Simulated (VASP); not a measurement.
**RbBr: single point with PBE**

RbBr:

```
CELL_PARAMETERS angstrom
0.00000 3.32934 3.43216
3.43216 0.00000 3.43216
3.43216 3.32934 0.00000
ATOMIC_POSITIONS crystal
Rb 0.00000 0.00000 0.00000
Br 0.50000 0.50000 0.50000
```

This cell differs from its parent crystal: strained.

```yaml
Program: VASP 6.6.1
Task: single point
Functional: PBE
Potentials_or_basis: VASP PAW PBE potentials, release 64 (Rb_sv, Br)
Cutoff: 520 eV
k_mesh: 6 × 6 × 6
Occupations: gaussian, width 0.02 eV
Spin: no spin polarisation
Dipole_correction: no
Further_INCAR_settings: ALGO = Normal; EDIFF = 1e-06; NBANDS = 15
```

```json
{
 "Pressure": "1.5 GPa",
 "Band gap on the k mesh": "4.40 eV, direct"
}
```

Stress tensor (GPa, compression positive):
```
1.12 0.00 0.00
0.00 2.37 0.00
0.00 0.00 1.12
```

Levels at points of the mesh, in eV from the valence-band top:
```
           k point  band 5  band 6  band 7  band 8  band 9  band 10  band 11  band 12
(0.00, 0.00, 0.00)   -8.47   -0.04   -0.04    0.00    4.40     7.19     7.19     7.38
(0.50, 0.00, 0.00)   -8.41   -1.07   -0.41   -0.41    6.85     7.77     9.53     9.55
(0.50, 0.50, 0.00)   -8.54   -0.53   -0.19   -0.16    5.56     7.19     9.21     9.27
(0.50, 0.00, 0.50)   -8.55   -0.46   -0.22   -0.22    5.53     7.23     9.27     9.38
```

Wall time 29 s on 1 thread of Intel Xeon 6975P-C, on a shared host, peak memory 0.21 GiB.

Caveat: the cell differs from its parent crystal (strained).
